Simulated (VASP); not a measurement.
A run of VASP 6.6.1:

File POSCAR:

```
Si3Sn
1.0
    4.0376389110      0.0000000000      0.0000000000
    0.0000000000      4.0376389110      0.0000000000
    0.0000000000      0.0000000000      5.7486205292
Si Sn
3 1
Direct
    0.5000000000      0.0000000000      0.7746010626
    0.5000000000      0.5000000000      0.0000000000
    0.0000000000      0.5000000000      0.2253989374
    0.0000000000      0.0000000000      0.5000000000
```

Contents of INCAR.step1:

```
SYSTEM = Si3Sn
ALGO = Normal ; EDIFF = 1E-4
ENCUT = 520 ; GGA = PE
ISMEAR = 0 ; LASPH = .TRUE.
LCHARG = .FALSE. ; LREAL = .FALSE.
LWAVE = .TRUE. ; NBANDS = 21
NELM = 60 ; PREC = Accurate
SIGMA = 0.01
```

Contents of INCAR.step2:

```
SYSTEM = Si3Sn
ALGO = Normal ; EDIFF = 1E-6
ENCUT = 520 ; ISIF = 2
ISMEAR = 0 ; ISTART = 1
LASPH = .TRUE. ; LCHARG = .TRUE.
LELF = .TRUE. ; LMIXTAU = .TRUE.
LREAL = .FALSE. ; LVHAR = .TRUE.
LWAVE = .FALSE. ; METAGGA = R2SCAN
NBANDS = 21 ; NELM = 60
PREC = Accurate ; SIGMA = 0.01
```

File KPOINTS:

```
k-points
0
G
  6 6 4
  0 0 0
```

Potentials or basis: VASP PAW PBE potentials, release 64 (Si, Sn_d).

The run is started by

```bash
$ cat potpaw_PBE.64/Si/POTCAR potpaw_PBE.64/Sn_d/POTCAR > POTCAR
$ cp INCAR.step1 INCAR
$ mpirun -np 1 vasp_std > vasp.out
$ cp INCAR.step2 INCAR
$ mpirun -np 1 vasp_std > vasp.out
```

Hardware: 1 thread of Intel Xeon 8259CL, with other jobs on the host.

Q: Estimate the wall time of this run.

A: Run time: 4.1 min on 1 thread of Intel Xeon 8259CL (shared host), peak memory 0.24 GiB. Counts: k points 30.
